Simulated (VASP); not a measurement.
Wanted: the native input for a VASP 6.6.1 run.

```
Task                   : single point
Functional             : PBE
Potentials or basis    : VASP PAW PBE potentials, release 64 (Hf_pv)
Cutoff                 : 520 eV
k mesh                 : 18 × 18 × 10
Occupations            : gaussian, width 0.15 eV
Spin                   : no spin polarisation
Dipole correction      : no
Further INCAR settings : ALGO = Fast; EDIFF = 1e-06; NBANDS = 17
```

The structure of Hf lies in POSCAR:

```
Hf
1.0
    3.3165747189      0.0000000000      0.0000000000
   -1.6582873594      2.8722379601      0.0000000000
    0.0000000000      0.0000000000      5.0578000000
Hf
2
Direct
    0.3333333333      0.6666666667      0.2500000000
    0.6666666667      0.3333333333      0.7500000000
```

This cell differs from its parent crystal: strain +0.0375 x Voigt [1, 1, 0, 0, 0, 0].

These files were run (other wordings do the same):

INCAR

```
  PREC = Accurate
  ENCUT = 520
  EDIFF = 1E-6
  ISMEAR = 0
  SIGMA = 0.15
  LREAL = F
  LASPH = T
  NELM = 100
  ALGO = Fast
  ISIF = 2
  LWAVE = F
  LCHARG = F
  GGA = PE
  NBANDS = 17
```

KPOINTS

```
Automatic mesh
0
Gamma
  18 18 10
```

Potentials or basis: VASP PAW PBE potentials, release 64 (Hf_pv).

Launch:

```bash
$ cat potpaw_PBE.64/Hf_pv/POTCAR > POTCAR
$ mpirun -np 1 vasp_std > vasp.out
```

Results of the run:

The pressure is -6.7 GPa and the band gap on the k mesh is zero (band 10 reaches 5.50 eV, above the bottom of band 11 at 3.95 eV).

Caveat: the cell differs from its parent crystal (strain +0.0375 x Voigt [1, 1, 0, 0, 0, 0]); spin-orbit coupling is left out, which moves the levels of the heavy elements.

Wall time 2.6 min on 1 thread of Intel Xeon 6975P-C, on a shared host, peak memory 0.29 GiB.
